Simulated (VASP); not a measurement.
Input of a VASP 6.6.1 run:

File INCAR:

```
SYSTEM = InAs
PREC     = Accurate       ! precision mode
ENCUT    = 500            ! plane-wave cutoff, eV
EDIFF    = 1E-6           ! SCF threshold, eV
ISMEAR   = 0              ! smearing method
SIGMA    = 0.02           ! smearing width, eV
LREAL    = .FALSE.        ! projectors in reciprocal space
LASPH    = .TRUE.         ! aspherical terms in the spheres
NELM     = 120            ! most SCF steps
ALGO     = Normal         ! electronic algorithm
ISIF     = 2              ! what is computed and relaxed
LWAVE    = .FALSE.        ! write WAVECAR
LCHARG   = .TRUE.         ! write CHGCAR
GGA      = CA             ! functional
LELF     = .TRUE.         ! ELF
LVHAR    = .TRUE.       
NBANDS   = 16             ! bands
GGA_COMPAT= .FALSE.
```

Contents of KPOINTS:

```
Automatic mesh
0
G
  12 12 12
  0 0 0
```

Contents of POSCAR:

```
InAs
1.0
    0.0000000000      2.9566069232      2.9566069232
    2.9566069232      0.0000000000      2.9566069232
    2.9566069232      2.9566069232      0.0000000000
In As
1 1
Direct
    0.0000000000      0.0000000000      0.0000000000
    0.2500000000      0.2500000000      0.2500000000
```

Potentials or basis: VASP PAW LDA potentials, release 64 (In_d, As).

Launch:

```bash
$ cat potpaw_LDA.64/In_d/POTCAR potpaw_LDA.64/As/POTCAR > POTCAR
$ mpirun -np 1 vasp_std > vasp.out
```

(1) What does it give for the band gap on the k mesh?

(2) Predict the pressure.

## Answers

(1) zero (filled and empty bands touch).

(2) 4.1 GPa.

Caveat: spin-orbit coupling is left out, which moves the levels of the heavy elements.
